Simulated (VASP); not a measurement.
# Si16B (a cell with a defect) in VASP: single point with PBE

Aim: the single point of Si16B (a cell with a defect) with PBE.

Program: VASP 6.6.1. These are calculated values, not measurements. Logs are shortened: lines on timing, memory, paths and dates and some standing lists are left out, and cuts for length are marked.

### 1 The cell of the first run

The cell holds a defect, 17 atoms: a = 7.679 Å, b = 7.679 Å, c = 7.679 Å, α = 60.00°, β = 60.00°, γ = 60.00°.

### 2 Single point, PBE, collinear spin

File INCAR:

```
ALGO     = Normal         # electronic algorithm
EDIFF    = 1E-6           # SCF threshold, eV
ENCUT    = 420            # plane-wave cutoff, eV
GGA      = PE             # functional
GGA_COMPAT= F            
ISIF     = 2              # what is computed and relaxed
ISMEAR   = -1             # smearing method
ISPIN    = 2              # spin polarisation
LASPH    = T              # aspherical terms in the spheres
LCHARG   = F              # write CHGCAR
LORBIT   = 11             # projections on sites
LREAL    = F              # projectors in reciprocal space
LWAVE    = F              # write WAVECAR
MAGMOM   = 0 0 0 0 0 0 0 0 0 0 0 0 0 0 0 0 1 # initial moments
NBANDS   = 52             # bands
NELM     = 200            # most SCF steps
PREC     = Accurate       # precision mode
SIGMA    = 0.05           # smearing width, eV
```

File KPOINTS:

```
k-points
0
Gamma
  2 2 2
```

File POSCAR:

```
Si16B
1.0
    0.0000000000      5.4300000000      5.4300000000
    5.4300000000      0.0000000000      5.4300000000
    5.4300000000      5.4300000000      0.0000000000
Si B
16 1
Direct
   -0.0001879917      0.0051776408      0.0012381820
    0.1264960793      0.1258091922      0.1249493638
   -0.0004260200     -0.0007530601      0.4979424603
    0.1194689245      0.1234839029      0.6245333482
   -0.0018852527      0.4980162685     -0.0024193117
    0.1223483091      0.6224541078      0.1227824079
    0.0010218995      0.5012664597      0.5056362366
    0.1267484008      0.6264071187      0.6253555109
    0.4996824028     -0.0006058698     -0.0009911147
    0.6243510908      0.1246654913      0.1203196134
    0.5023838672      0.0024393271      0.5027582469
    0.6273946112      0.1272703087      0.6268196457
    0.5049325098      0.4998894359      0.0010712414
    0.6259025780      0.6261666984      0.1249615819
    0.4996250406      0.4994437141      0.4980316578
    0.6235136273      0.6195362103      0.6248776582
    0.8162461235      0.3141142536      0.8055536713
```

Potentials or basis: VASP PAW PBE potentials, release 64 (Si, B).

Started as:

```bash
> cat potpaw_PBE.64/Si/POTCAR potpaw_PBE.64/B/POTCAR > POTCAR
> mpirun -np 1 vasp_std > vasp.out
```

OUTCAR:

```text
EDIFF = 1E-6
   ENCUT = 420
   GGA = PE
   ISIF = 2
   ISMEAR = -1
   ISPIN = 2
   LASPH = T
   LORBIT = 11
   LREAL = F
   NELM = 200
   PREC = Accurate

 ion  position               nearest neighbor table
   1  1.000  0.005  0.001-  17 2.25   2 2.33  10 2.36   4 2.36   6 2.40
   2  0.126  0.126  0.125-   1 2.33   5 2.33   3 2.34   9 2.34
   3  1.000  0.999  0.498-   4 2.32  12 2.33   8 2.34   2 2.34
   4  0.119  0.123  0.625-  17 2.21   3 2.32   1 2.36   7 2.37  11 2.40
   5  0.998  0.498  0.998-  14 2.33   2 2.33   8 2.33   6 2.34
   6  0.122  0.622  0.123-   5 2.34  13 2.40   1 2.40   7 2.40
   7  0.001  0.501  0.506-  17 2.20   8 2.32  16 2.37   4 2.37   6 2.40
   8  0.127  0.626  0.625-   7 2.32   5 2.33   3 2.34  15 2.34
   9  0.500  0.999  0.999-  10 2.33  12 2.33   2 2.34  14 2.34
  10  0.624  0.125  0.120-  17 2.28   9 2.33  13 2.35   1 2.36  11 2.40
  11  0.502  0.002  0.503-  12 2.34  10 2.40  16 2.40   4 2.40
  12  0.627  0.127  0.627-   9 2.33  15 2.33   3 2.33  11 2.34
  13  0.505  0.500  0.001-  17 2.27  14 2.33  10 2.35  16 2.36   6 2.40
  14  0.626  0.626  0.125-  13 2.33   5 2.33  15 2.34   9 2.34
  15  0.500  0.499  0.498-  16 2.33  12 2.33   8 2.34  14 2.34
  16  0.624  0.620  0.625-  17 2.22  15 2.33  13 2.36   7 2.37  11 2.40
  17  0.816  0.314  0.806-   7 2.20   4 2.21  16 2.22   1 2.25  13 2.27  10 2.28

  LATTYP: Found a face centered cubic cell.
 ALAT       =    10.8600000000

  Lattice vectors:

 A1 = (   0.0000000000,   5.4300000000,   5.4300000000)
 A2 = (   5.4300000000,   0.0000000000,   5.4300000000)
 A3 = (   5.4300000000,   5.4300000000,   0.0000000000)

Analysis of symmetry for initial positions (statically):
=====================================================================
 Subroutine PRICEL returns:
 Original cell was already a primitive cell.

 Routine SETGRP: Setting up the symmetry group for a
 face centered cubic supercell.

 Subroutine GETGRP returns: Found  1 space group operations
 (whereof  1 operations were pure point group operations)
 out of a pool of 48 trial point group operations.

The static configuration has the point symmetry C_1 .

Analysis of symmetry for dynamics (positions and initial velocities):
=====================================================================
 Subroutine PRICEL returns:
 Original cell was already a primitive cell.

 Routine SETGRP: Setting up the symmetry group for a
 face centered cubic supercell.

 Subroutine GETGRP returns: Found  1 space group operations
 (whereof  1 operations were pure point group operations)
 out of a pool of 48 trial point group operations.
[... 170 lines left out ...]
  ext. energy  EPLUGINS =         0.00000000
  ---------------------------------------------------
  free energy    TOTEN  =       -88.73963223 eV

  energy without entropy =      -88.68589731  energy(sigma->0) =      -88.71276477

 E-fermi :   6.3166     XC(G=0):  -9.5686

 val. band max:        6.3091959804   @ k =   0.5000   0.5000   0.0000
 cond. band min:       6.3248167701   @ k =   0.0000   0.5000   0.0000
 fundamental gap:      0.0156207897
 Fermi energy:         6.3166292901

 spin component 1

 k-point     1 :       0.0000    0.0000    0.0000
  band No.  band energies     occupation
      1      -6.3989      1.00000
      2      -4.2585      1.00000
      3      -3.9908      1.00000
      4      -3.9865      1.00000
      5      -3.5580      1.00000
      6      -2.5235      1.00000
[... 373 lines left out ...]
     44       9.9471      0.00000
     45      10.2675      0.00000
 Fermi energy:         6.3166292901

 spin component 2

 k-point     1 :       0.0000    0.0000    0.0000
  band No.  band energies     occupation
      1      -6.3987      1.00000
      2      -4.2584      1.00000
      3      -3.9907      1.00000
      4      -3.9863      1.00000
      5      -3.5579      1.00000
      6      -2.5232      1.00000
[... 373 lines left out ...]
     44       9.9476      0.00000
     45      10.2677      0.00000
 [bands above 45 left out]

------------------------ aborting loop because EDIFF is reached ----------------------------------------

  FORCE on cell =-STRESS in cart. coord.  units (eV):
  Direction    XX          YY          ZZ          XY          YZ          ZX
  --------------------------------------------------------------------------------------
  -------------------------------------------------------------------------------------
  Total        5.0603880      5.0270923      5.1100582      1.9190048      1.8919162      1.8716191
  in kB       25.3200709     25.1534729     25.5685997      9.6018997      9.4663594      9.3648012
  external PRESSURE =      25.3473812 kB  Pullay stress =       0.0000000 kB

 VOLUME and BASIS-vectors are now :
 -----------------------------------------------------------------------------
  energy-cutoff  :      420.00
  volume of cell :      320.21
      direct lattice vectors                 reciprocal lattice vectors
     0.000000000  5.430000000  5.430000000    -0.092081031  0.092081031  0.092081031
     5.430000000  0.000000000  5.430000000     0.092081031 -0.092081031  0.092081031
     5.430000000  5.430000000  0.000000000     0.092081031  0.092081031 -0.092081031

 POSITION                                       TOTAL-FORCE (eV/Angst)
 -----------------------------------------------------------------------------------
      0.03484      5.43570      5.45709        -0.002661     -0.038665      0.010568
      1.36162      1.36535      1.37002         0.002308      0.003647      0.008287
      8.12974      8.13151     10.85360        -0.005210     -0.010105     -0.004998
      4.06173      4.03993      1.31923         0.018591     -0.004678      0.006300
      8.12109     10.83663      8.12399         0.018696      0.017852      0.014489
      4.04663      1.33106      4.04428         0.015329      0.013643      0.005780
[... 9 lines left out ...]
      6.75717      6.77876      6.74976        -0.008861      0.026162      0.004622
      6.07980      8.80637      6.13786         0.042360      0.024637     -0.046452
 -----------------------------------------------------------------------------------
    total drift:                               -0.000009      0.000013     -0.000049

  FREE ENERGIE OF THE ION-ELECTRON SYSTEM (eV)
  ---------------------------------------------------
  free  energy   TOTEN  =       -88.7396322304 eV

  energy  without entropy=      -88.6858973111  energy(sigma->0) =      -88.71276477

 total charge

# of ion       s       p       d       tot
------------------------------------------
    1        0.743   0.927   0.000   1.670
    2        0.742   0.962   0.000   1.705
    3        0.743   0.962   0.000   1.706
    4        0.742   0.927   0.000   1.670
    5        0.743   0.961   0.000   1.704
    6        0.762   0.908   0.000   1.670
[... 9 lines left out ...]
   16        0.742   0.927   0.000   1.670
   17        0.722   0.958   0.000   1.679
--------------------------------------------------
tot         12.645  16.035   0.000  28.681

 magnetization (x)

# of ion       s       p       d       tot
------------------------------------------
    1        0.000   0.000   0.000   0.000
    2        0.000  -0.000   0.000  -0.000
    3        0.000   0.000   0.000   0.000
    4        0.000   0.000   0.000   0.000
    5       -0.000  -0.000   0.000  -0.000
    6        0.000   0.000   0.000   0.000
[... 9 lines left out ...]
   16        0.000   0.000   0.000   0.000
   17        0.000   0.000   0.000   0.000
--------------------------------------------------
tot          0.000   0.000   0.000   0.001
```

OSZICAR:

```text
N       E                     dE             d eps       ncg     rms          rms(c)
DAV:   1     0.128301481275E+03    0.12830E+03   -0.22428E+04  1664   0.896E+02
DAV:   2    -0.785357783620E+02   -0.20684E+03   -0.19332E+03  2024   0.151E+02
DAV:   3    -0.903494312254E+02   -0.11814E+02   -0.11583E+02  2156   0.323E+01
DAV:   4    -0.905673787172E+02   -0.21795E+00   -0.21709E+00  2112   0.539E+00
DAV:   5    -0.905727158514E+02   -0.53371E-02   -0.53322E-02  2104   0.783E-01    0.144E+01
DAV:   6    -0.891081666372E+02    0.14645E+01   -0.27997E+00  2132   0.547E+00    0.881E+00
DAV:   7    -0.887648160961E+02    0.34335E+00   -0.11342E+00  2000   0.309E+00    0.360E+00
DAV:   8    -0.887325033522E+02    0.32313E-01   -0.23826E-01  1992   0.150E+00    0.569E-01
DAV:   9    -0.887357124283E+02   -0.32091E-02   -0.17891E-02  2152   0.490E-01    0.368E-01
DAV:  10    -0.887379707711E+02   -0.22583E-02   -0.39293E-03  2044   0.203E-01    0.207E-01
DAV:  11    -0.887391982975E+02   -0.12275E-02   -0.12890E-03  2008   0.118E-01    0.946E-02
DAV:  12    -0.887395322136E+02   -0.33392E-03   -0.52701E-04  2104   0.743E-02    0.486E-02
DAV:  13    -0.887396022723E+02   -0.70059E-04   -0.10711E-04  2128   0.346E-02    0.196E-02
DAV:  14    -0.887396219734E+02   -0.19701E-04   -0.30160E-05  2088   0.164E-02    0.821E-03
DAV:  15    -0.887396279834E+02   -0.60101E-05   -0.78682E-06  2176   0.829E-03    0.546E-03
DAV:  16    -0.887396303626E+02   -0.23792E-05   -0.24865E-06  1768   0.491E-03    0.320E-03
DAV:  17    -0.887396319518E+02   -0.15892E-05   -0.33696E-06  2088   0.505E-03    0.175E-03
DAV:  18    -0.887396322304E+02   -0.27857E-06   -0.12183E-06  1312   0.322E-03
   1 F= -.88739632E+02 E0= -.88712765E+02  d E =-.537349E-01  mag=     0.0012
```

stdout:

```text
POSCAR found type information on POSCAR SiB
 POSCAR found :  2 types and      17 ions
 scaLAPACK will be used
 -----------------------------------------------------------------------------
|                                                                             |
|                                                                             |
|     You have a (more or less) 'large supercell' and for larger cells it     |
|     might be more efficient to use real-space projection operators.         |
|     Therefore, try LREAL= Auto in the INCAR file.                           |
|     Mind: For very accurate calculation, you might also keep the            |
|     reciprocal projection scheme (i.e. LREAL=.FALSE.).                      |
|                                                                             |
 -----------------------------------------------------------------------------

 LDA part: xc-table for (Slater+PW92), standard interpolation
 POSCAR, INCAR and KPOINTS ok, starting setup
 FFT: planning ... GRIDC
 FFT: planning ... GRID_SOFT
 FFT: planning ... GRID
 WAVECAR not read
 entering main loop
```

Run time: 5.3 min. Hardware: 1 thread of Intel Xeon Platinum 8375C at 2.90GHz (Ice Lake), shared host; peak memory 0.57 GiB.

Results:

```
Free energy                                           : -88.7396 eV
Pressure                                              : 2.5 GPa
Largest force                                         : 0.068 eV/Å
Net moment                                            : 0.00 μB per cell
Valence electrons inside the program's atomic spheres : Si 1.67, 1.71, 1.70 (each value once); B 1.68
```

Forces in eV/Å, atoms in the order of the input:
```
Si  -0.003 -0.039  0.011
Si   0.002  0.004  0.008
Si  -0.005 -0.010 -0.005
Si   0.019 -0.005  0.006
Si   0.019  0.018  0.014
Si   0.015  0.014  0.006
Si  -0.007 -0.004 -0.015
Si   0.008  0.009  0.005
Si  -0.005 -0.003 -0.003
Si  -0.008 -0.005  0.037
Si  -0.007 -0.009 -0.016
Si  -0.016 -0.016 -0.020
Si  -0.040 -0.001  0.010
Si   0.003  0.002  0.007
Si  -0.010 -0.005 -0.004
Si  -0.009  0.026  0.005
B    0.042  0.025 -0.046
```

Caveat: the k points lie up to 0.50 Å⁻¹ apart.
